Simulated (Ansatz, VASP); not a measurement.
# One calculation of Cd, two programs

```
CELL_PARAMETERS angstrom
2.90395 0.00000 0.00000
0.00000 2.90395 0.00000
0.00000 0.00000 2.90395
ATOMIC_POSITIONS crystal
Cd 0.00000 0.00000 0.00000
```

Alike in both runs: functional PBEsol; k mesh 11 × 11 × 11; occupations fermi-dirac, width 0.1 eV; no spin polarisation.

Ansatz relaxed the structure, and its values are those at the end. VASP's run is a single point on that final structure, the one shown.

```csv
,VASP,Ansatz
version,VASP 6.6.1,Ansatz 0.2.0
potentials or method,"VASP PAW PBE potentials, release 64 (Cd), cutoff 520 eV","plane waves (420 eV) with PAW, scalar-relativistic"
valence electrons in the cell,12,20
```

Ansatz gave:

| Quantity | Value |
| --- | --- |
| pressure (GPa) | 0.0 |

**Question.** Estimate VASP's values.

**Answer.** Pressure (GPa): 0.3.

VASP's potentials were made for PBE, not for PBEsol, and Ansatz warns of the same on its side. VASP's potentials hold 12 valence electrons a cell and Ansatz's 20, so a difference there can come from the potentials and not from the codes.
